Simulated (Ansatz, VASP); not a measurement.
**Al3Ni5 in VASP and in Ansatz**

The input INCAR:

```
SYSTEM = Al3Ni5
ALGO = Fast
EDIFF = 1E-7
ENCUT = 520
GGA = PS
ISIF = 2
ISMEAR = 0
LASPH = .True.
LCHARG = .False.
LREAL = .False.
LWAVE = .False.
NBANDS = 40
NELM = 100
PREC = Accurate
SIGMA = 0.15
```

Contents of KPOINTS:

```
k-points
0
Gamma
  8 8 10
  0 0 0
```

POSCAR

```
Al3Ni5
1.0
    3.2933322733     -3.6919375996      0.0000000000
    3.2933322733      3.6919375996      0.0000000000
    0.0000000000      0.0000000000      3.7203545688
Al Ni
3 5
Direct
    0.5000000000      0.5000000000      0.0117145224
    0.7796888788      0.2203111212      0.5201593688
    0.2203111212      0.7796888788      0.5201593688
    0.0000000000      0.0000000000     -0.0073896671
    0.0000000000      0.5000000000     -0.0061009859
    0.5000000000      0.0000000000     -0.0061009859
    0.2762373070      0.2762373070      0.4978358937
    0.7237626930      0.7237626930      0.4978358937
```

Input for Ansatz:

```yaml
crystal:
  lattice:
    - [3.2933322733, -3.6919375996, 0.0]
    - [3.2933322733, 3.6919375996, 0.0]
    - [0.0, 0.0, 3.7203545688]
  atoms:
    - { symbol: Al, position: [0.5, 0.5, 0.0117145224] }
    - { symbol: Al, position: [0.7796888788, 0.2203111212, 0.5201593688] }
    - { symbol: Al, position: [0.2203111212, 0.7796888788, 0.5201593688] }
    - { symbol: Ni, position: [0.0, 0.0, -0.0073896671] }
    - { symbol: Ni, position: [0.0, 0.5, -0.0061009859] }
    - { symbol: Ni, position: [0.5, 0.0, -0.0061009859] }
    - { symbol: Ni, position: [0.276237307, 0.276237307, 0.4978358937] }
    - { symbol: Ni, position: [0.723762693, 0.723762693, 0.4978358937] }
basis:
  ecutwfc: 420
kpoints:
  mp_grid: { grid: [8, 8, 10] }
hamiltonian:
  xc: pbesol
scf:
  occupations: { method: gaussian, width: 0.15 }
output:
  forces: true
  stress: true
  eigenvalues: true
```

Change from the starting cell: mode 19 (328.0 1/cm) frozen in, largest displacement +0.075 Å.

Alike in both runs: task single point; functional PBEsol; k mesh 8 × 8 × 10; occupations gaussian, width 0.15 eV; no spin polarisation.

|  | VASP | Ansatz |
| --- | --- | --- |
| version | VASP 6.6.1 | Ansatz 0.2.0 |
| potentials or method | VASP PAW PBE potentials, release 64 (Al, Ni), cutoff 520 eV | scalar-relativistic, plane waves, PAW |
| valence electrons in the cell | 59 | 99 |

```tsv
	VASP	Ansatz	Ansatz less VASP
gap on the k mesh at the Fermi level (eV)	none	none	-
pressure (GPa)	0.7	0.5	-0.20
traceless stress, the component that is largest in VASP (GPa)	0.30	0.18	-0.119
rms of the force components (eV/Å)	0.329	0.328	-0.0014
```

VASP's potentials were made for PBE, not for PBEsol. Atom by atom the forces differ by 0.003 eV/Å (rms over components). A gap of «none» marks a metal or a gap that the smearing closes. VASP's potentials hold 59 valence electrons a cell and Ansatz's 99, so a difference there can come from the potentials and not from the codes.
